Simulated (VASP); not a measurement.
Write the native input for VASP 6.6.1 that does the following.

| Quantity | Value |
| --- | --- |
| Task | single point |
| Functional | PBE |
| Potentials or basis | VASP PAW PBE potentials, release 64 (C, H) |
| Cutoff | 520 eV |
| k mesh | 4 × 4 × 5 |
| Occupations | fermi-dirac, width 0.1 eV |
| Spin | no spin polarisation |
| Dipole correction | no |
| Further INCAR settings | ALGO = Normal; EDIFF = 1e-07; NBANDS = 22 |

The structure of H3C2 lies in POSCAR:

```
H3C2
1.0
    3.6316850000      3.2747500000      0.0000000000
    3.6316850000     -3.2747500000      0.0000000000
    0.7933020000      0.0000000000     -4.0609400000
C H
4 6
Direct
    0.0787000000      0.0787000000      0.9161000000
    0.9213000000      0.9213000000      0.0839000000
    0.2732000000      0.2732000000      0.7190000000
    0.7268000000      0.7268000000      0.2810000000
    0.2700000000      0.2700000000      0.4525000000
    0.7300000000      0.7300000000      0.5475000000
    0.4854000000      0.2170000000      0.7719000000
    0.7830000000      0.5146000000      0.2281000000
    0.5146000000      0.7830000000      0.2281000000
    0.2170000000      0.4854000000      0.7719000000
```

One way to write it, as run:

INCAR

```
SYSTEM = H3C2
ALGO     = Normal         ! electronic algorithm
EDIFF    = 1E-7           ! SCF threshold, eV
ENCUT    = 520            ! plane-wave cutoff, eV
GGA      = PE             ! functional
ISIF     = 2              ! what is computed and relaxed
ISMEAR   = -1             ! smearing method
LASPH    = .TRUE.         ! aspherical terms in the spheres
LCHARG   = .TRUE.         ! write CHGCAR
LELF     = .TRUE.         ! ELF
LREAL    = .FALSE.        ! projectors in reciprocal space
LVHAR    = .TRUE.       
LWAVE    = .FALSE.        ! write WAVECAR
NBANDS   = 22             ! bands
NELM     = 60             ! most SCF steps
PREC     = Accurate       ! precision mode
SIGMA    = 0.1            ! smearing width, eV
```

KPOINTS

```
k-points
0
G
  4 4 5
  0 0 0
```

Potentials or basis: VASP PAW PBE potentials, release 64 (C, H).

Launch:

```sh
$ cat potpaw_PBE.64/C/POTCAR potpaw_PBE.64/H/POTCAR > POTCAR
$ mpirun -np 1 vasp_std > vasp.out
```

Results of the run:

The pressure is -0.9 GPa, the largest force is 1.137 eV/Å and the band gap on the k mesh is 4.77 eV (least direct gap 5.20 eV).

Caveat: this functional lacks dispersion, which holds the molecules together, so the pressure and a relaxed volume are unreliable; an odd mesh through Γ misses points on the zone boundary, where band edges can lie; forces of over 1 eV/Å act on the atoms, so gaps and moduli don't describe the material at rest.

Run time: 100 s on 1 thread of AMD EPYC 7R13, on a shared host, peak memory 0.17 GiB.
